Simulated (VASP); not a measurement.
# Br (Immm) in VASP: notebook, part 2 of 2

VASP 6.6.1.

## (3) Single point, PBE (uniaxial strain along c: -1.0 %, then relaxed in part)

INCAR

```
SYSTEM = Br
  PREC = Accurate
  ENCUT = 520
  EDIFF = 1E-6
  ISMEAR = 0
  SIGMA = 0.1
  LREAL = .FALSE.
  LASPH = .TRUE.
  NELM = 80
  ALGO = Fast
  ISIF = 2
  LWAVE = .FALSE.
  LCHARG = .FALSE.
  GGA = PE
  NBANDS = 14
```

KPOINTS

```
regular mesh
0
G
  16 12 6
  0 0 0
```

POSCAR

```
Br
1.0
    2.5511925637      0.0000000000      0.0000000000
    0.0000000000      3.8876589682      0.0000000000
    0.0000000000      0.0000000000      8.7878963249
Br
2
Direct
    0.0000000000      0.0000000000      0.0000000000
    0.5000000000      0.5000000000      0.5000000000
```

Potentials or basis: VASP PAW PBE potentials, release 64 (Br).

Command:

```bash
> cat potpaw_PBE.64/Br/POTCAR > POTCAR
> mpirun -np 1 vasp_std > vasp.out
```

OUTCAR:

```text
SYSTEM = Br
   PREC = Accurate
   ENCUT = 520
   EDIFF = 1E-6
   ISMEAR = 0
   LREAL = .FALSE.
   LASPH = .TRUE.
   NELM = 80
   ISIF = 2
   GGA = PE

 ion  position               nearest neighbor table
   1  0.000  0.000  0.000-
   2  0.500  0.500  0.500-

  LATTYP: Found a simple orthorhombic cell.
 ALAT       =     2.5511925637
 B/A-ratio  =     1.5238594779
 C/A-ratio  =     3.4446228991

  Lattice vectors:

 A1 = (   2.5511925637,   0.0000000000,   0.0000000000)
 A2 = (   0.0000000000,   3.8876589682,   0.0000000000)
 A3 = (   0.0000000000,   0.0000000000,   8.7878963249)

Analysis of symmetry for initial positions (statically):
=====================================================================
 Subroutine PRICEL returns following result:

  LATTYP: Found a body centered orthorhombic cell.
 ALAT       =     2.5511925637
 B/A-ratio  =     1.5238594779
 C/A-ratio  =     3.4446228991

  Lattice vectors:

 A1 = (  -1.2755962818,   1.9438294841,   4.3939481625)
 A2 = (   1.2755962818,  -1.9438294841,   4.3939481624)
 A3 = (   1.2755962818,   1.9438294841,  -4.3939481625)

   2 primitive cells build up your supercell.

 Routine SETGRP: Setting up the symmetry group for a
 simple orthorhombic supercell.

 Subroutine GETGRP returns: Found  8 space group operations
 (whereof  8 operations were pure point group operations)
 out of a pool of  8 trial point group operations.

The static configuration has the point symmetry D_2h.

Analysis of symmetry for dynamics (positions and initial velocities):
=====================================================================
 Subroutine PRICEL returns following result:

  LATTYP: Found a body centered orthorhombic cell.
 ALAT       =     2.5511925637
 B/A-ratio  =     1.5238594779
 C/A-ratio  =     3.4446228991

  Lattice vectors:

 A1 = (  -1.2755962818,   1.9438294841,   4.3939481625)
[... 137 lines left out ...]
   AEXX    =    0.0000 exact exchange contribution
   IVDW    =     0    specifies the selected vdW correction
   LEPSILON=     F    determine dielectric tensor
   LRPA    =     F    only Hartree local field effects (RPA)
 non-spin polarized calculation
 RMM-DIIS sequential band-by-band and
 Gauss-broadening in eV      SIGMA  =   0.10
  energy-cutoff  :      520.00
  volume of cell :       87.16
 maximum number of plane-waves:      2384
 NGX is ok and might be reduce to    20
   NGX =  9   NGY = 15   NGZ = 33

 number of electron      14.0000001 magnetization

 Free energy of the ion-electron system (eV)
  ---------------------------------------------------
  ext. energy  EPLUGINS =         0.00000000
  ---------------------------------------------------
  free energy    TOTEN  =        -3.05455290 eV

  energy without entropy =       -3.04832303  energy(sigma->0) =       -3.05143796

 E-fermi :  -1.7148     XC(G=0):  -6.6809

 val. band max:       -1.7501994330   @ k =   0.5000   0.5000   0.0000
 cond. band min:      -1.6692021894   @ k =   0.5000   0.1667   0.5000
 fundamental gap:      0.0809972437
 Fermi energy:        -1.7147883865

 k-point     1 :       0.0000    0.0000    0.0000
  band No.  band energies     occupation
      1     -17.3417      2.00000
      2     -17.3141      2.00000
      3      -4.7462      2.00000
      4      -4.1753      2.00000
      5      -3.7054      2.00000
      6      -3.6511      2.00000
      7       2.4693      0.00000
      8       2.4812      0.00000
      9       3.1573      0.00000
     10       5.1283      0.00000
     11       6.6710      0.00000
     12       6.8016      0.00000
     13       9.3699      0.00000
     14      10.2465      0.00000
[... 377 lines left out ...]
      1     -15.5887      2.00000
      2     -15.5687      2.00000
      3      -5.0246      2.00000
      4      -5.0078      2.00000
      5      -3.0701      2.00000
      6      -2.6951      2.00000
      7      -2.6394      2.00000
      8      -2.6098      2.00000
      9       5.8017      0.00000
     10       7.4325      0.00000
     11       7.8840      0.00000
     12       9.1410      0.00000
     13       9.2108      0.00000
     14       9.8771      0.00000

 [... further k-points ...]

------------------------ aborting loop because EDIFF is reached ----------------------------------------

  FORCE on cell =-STRESS in cart. coord.  units (eV):
  Direction    XX          YY          ZZ          XY          YZ          ZX
  --------------------------------------------------------------------------------------
  -------------------------------------------------------------------------------------
  Total        0.0130963      0.0014084     -0.0139491      0.0000000      0.0000000      0.0000000
  in kB        0.2407374      0.0258898     -0.2564139      0.0000000      0.0000000      0.0000000
  external PRESSURE =       0.0034045 kB  Pullay stress =       0.0000000 kB

 VOLUME and BASIS-vectors are now :
 -----------------------------------------------------------------------------
  energy-cutoff  :      520.00
  volume of cell :       87.16
      direct lattice vectors                 reciprocal lattice vectors
     2.551192564  0.000000000  0.000000000     0.391973548  0.000000000  0.000000000
     0.000000000  3.887658968  0.000000000     0.000000000  0.257224208  0.000000000
     0.000000000  0.000000000  8.787896325     0.000000000  0.000000000  0.113792876

 POSITION                                       TOTAL-FORCE (eV/Angst)
 -----------------------------------------------------------------------------------
      0.00000      0.00000      0.00000        -0.000000      0.000000      0.000000
      1.27560      1.94383      4.39395         0.000000     -0.000000     -0.000000
 -----------------------------------------------------------------------------------
    total drift:                                0.000000      0.000000      0.000000

  FREE ENERGIE OF THE ION-ELECTRON SYSTEM (eV)
  ---------------------------------------------------
  free  energy   TOTEN  =        -3.0545529010 eV

  energy  without entropy=       -3.0483230277  energy(sigma->0) =       -3.05143796
```

OSZICAR:

```text
N       E                     dE             d eps       ncg     rms          rms(c)
DAV:   1     0.758749145810E+02    0.75875E+02   -0.52725E+03  7064   0.795E+02
DAV:   2     0.280371577063E+01   -0.73071E+02   -0.66182E+02 10350   0.140E+02
DAV:   3    -0.319597394733E+01   -0.59997E+01   -0.59083E+01  8956   0.428E+01
DAV:   4    -0.325581619551E+01   -0.59842E-01   -0.59823E-01  8864   0.524E+00
DAV:   5    -0.325631789576E+01   -0.50170E-03   -0.50168E-03  9446   0.476E-01    0.680E+00
RMM:   6    -0.311081722160E+01    0.14550E+00   -0.86609E-02  7167   0.161E+00    0.412E+00
RMM:   7    -0.305557815527E+01    0.55239E-01   -0.21092E-01  8279   0.260E+00    0.369E-01
RMM:   8    -0.305536441034E+01    0.21374E-03   -0.89809E-03  9082   0.816E-01    0.254E-01
RMM:   9    -0.305465784141E+01    0.70657E-03   -0.75319E-04  8839   0.235E-01    0.656E-02
RMM:  10    -0.305454580263E+01    0.11204E-03   -0.29622E-04  8265   0.106E-01    0.187E-02
RMM:  11    -0.305455234561E+01   -0.65430E-05   -0.22198E-05  9038   0.399E-02    0.114E-02
RMM:  12    -0.305455290100E+01   -0.55538E-06   -0.56063E-06  9125   0.177E-02
   1 F= -.30545529E+01 E0= -.30514380E+01  d E =-.622987E-02
```

Run time: 5.1 min. Hardware: 1 thread of Oxide Virtual Turin-like, shared host; peak memory 0.35 GiB.

What came out:

- Free energy: -3.0546 eV
- Pressure: 0.0 GPa
- Band gap on the k mesh: zero (bands 7 and 8 overlap by 5.81 eV)

Caveat: the cell differs from its parent crystal (uniaxial strain along c: -1.0 %, then relaxed in part); this functional lacks dispersion, which binds layers or chains, so the pressure and a relaxed spacing across them are unreliable.

## (4) Single point, PBE (uniaxial strain along c: +1.0 %, then relaxed in part)

Edit INCAR of step 3 so:

```diff
@@ -12,4 +12,6 @@
   LWAVE = .FALSE.
-  LCHARG = .FALSE.
+  LCHARG = .TRUE.
   GGA = PE
+  LELF = .TRUE.
+  LVHAR = .TRUE.
   NBANDS = 14
```

KPOINTS is that of step 3.

POSCAR

```
Br
1.0
    2.5514495792      0.0000000000      0.0000000000
    0.0000000000      3.8788260035      0.0000000000
    0.0000000000      0.0000000000      8.9654295839
Br
2
Direct
    0.0000000000      0.0000000000      0.0000000000
    0.5000000000      0.5000000000      0.5000000000
```

Command:

```bash
> cat potpaw_PBE.64/Br/POTCAR > POTCAR
> mpirun -np 1 vasp_std > vasp.out
```

It took 5.2 min on 1 thread of Oxide Virtual Turin-like, shared host; peak memory 0.35 GiB.

Results (log left out):

| Item | Value |
| --- | --- |
| Free energy | -3.0542 eV |
| Pressure | 0.0 GPa |
| Band gap on the k mesh | zero (bands 7 and 8 overlap by 5.82 eV) |

Levels at points of the mesh, in eV from the Fermi level:
```
           k point  band 4  band 5  band 6  band 7  band 8  band 9
(0.00, 0.00, 0.00)   -2.50   -1.98   -1.93    4.18    4.19    4.86
(0.50, 0.00, 0.00)   -6.10   -0.20   -0.20    0.34    0.34    8.15
(0.00, 0.50, 0.00)   -3.39   -2.51   -2.51    4.25    4.25    7.29
(0.50, 0.50, 0.00)   -5.96   -0.72   -0.72   -0.04   -0.04    7.26
(0.00, 0.00, 0.50)   -2.77   -1.96   -1.96    4.18    4.18    5.83
(0.50, 0.00, 0.50)   -6.10   -0.19   -0.19    0.34    0.34    7.97
(0.00, 0.50, 0.50)   -3.41   -2.49   -2.49    4.25    4.25    6.57
(0.50, 0.50, 0.50)   -5.96   -0.72   -0.72   -0.04   -0.04    7.29
```

Caveat: the cell differs from its parent crystal (uniaxial strain along c: +1.0 %, then relaxed in part); this functional lacks dispersion, which binds layers or chains, so the pressure and a relaxed spacing across them are unreliable.

## (5) Single point, PBE (uniaxial strain along c: +2.0 %)

INCAR

```
SYSTEM = Br
PREC = Accurate
ENCUT = 520
EDIFF = 1E-6
ISMEAR = 0
SIGMA = 0.1
LREAL = .FALSE.
LASPH = .TRUE.
NELM = 100
ALGO = Normal
ISIF = 2
LWAVE = .FALSE.
LCHARG = .FALSE.
GGA = PE
NBANDS = 14
```

KPOINTS

```
Automatic mesh
0
G
  16 12 6
  0 0 0
```

POSCAR

```
Br
1.0
    2.6040818388      0.0000000000      0.0000000000
    0.0000000000      3.3852320710      0.0000000000
    0.0000000000      0.0000000000      9.0541962135
Br
2
Direct
    0.0000000000      0.0000000000      0.0000000000
    0.5000000000      0.5000000000      0.5000000000
```

Command:

```bash
> cat potpaw_PBE.64/Br/POTCAR > POTCAR
> mpirun -np 1 vasp_std > vasp.out
```

Wall time 4.8 min (1 thread of Oxide Virtual Turin-like, shared host); peak memory 0.31 GiB.

It converged, with:

```
Free energy            : -3.0306 eV
Pressure               : 0.2 GPa
Band gap on the k mesh : zero (bands 7 and 8 overlap by 5.43 eV)
```

Stress tensor (GPa, compression positive):
```
-0.04  0.00  0.00
 0.00  0.66  0.00
 0.00  0.00 -0.03
```

Levels at points of the mesh, in eV from the Fermi level:
```tsv
k point	band 3	band 4	band 5	band 6	band 7	band 8	band 9	band 10
(0.00, 0.00, 0.00)	-3.10	-2.53	-1.06	-1.03	3.61	3.63	5.03	7.59
(0.50, 0.00, 0.00)	-5.90	-5.90	-0.47	-0.47	0.88	0.88	7.88	7.88
(0.00, 0.50, 0.00)	-4.05	-4.05	-2.23	-2.23	3.86	3.86	7.21	7.21
(0.50, 0.50, 0.00)	-5.47	-5.47	-1.61	-1.61	-0.03	-0.03	6.68	6.68
(0.00, 0.00, 0.50)	-2.84	-2.84	-1.04	-1.04	3.62	3.62	6.17	6.17
(0.50, 0.00, 0.50)	-5.90	-5.90	-0.46	-0.46	0.88	0.88	7.68	7.68
(0.00, 0.50, 0.50)	-4.05	-4.05	-2.22	-2.22	3.86	3.86	6.70	6.70
(0.50, 0.50, 0.50)	-5.47	-5.47	-1.61	-1.61	-0.03	-0.03	6.69	6.69
```

Caveat: the cell differs from its parent crystal (uniaxial strain along c: +2.0 %); this functional lacks dispersion, which binds layers or chains, so the pressure and a relaxed spacing across them are unreliable.

## (6) The runs side by side

```csv
cell,gap on the mesh (eV),pressure (GPa)
"a = 2.611, b = 3.394, c = 8.965 Å, 2 atoms",none,0.0
"a = 2.551, b = 3.888, c = 8.788 Å, 2 atoms",none,0.0
"a = 2.551, b = 3.879, c = 8.965 Å, 2 atoms",none,0.0
"a = 2.604, b = 3.385, c = 9.054 Å, 2 atoms",none,0.2
```

Alike in all rows: task single point; level PBE; potentials or basis VASP PAW PBE potentials, release 64 (Br); no spin polarisation; k mesh 16 × 12 × 6; cutoff (eV) 520; smearing gaussian 0.1 eV.

Caveats: this functional lacks dispersion, which binds layers or chains, so the pressure and a relaxed spacing across them are unreliable.

Absolute energies hang on the potentials; compare differences alone.

The gap in the log of VASP goes by the Fermi energy; the results here count the filled bands.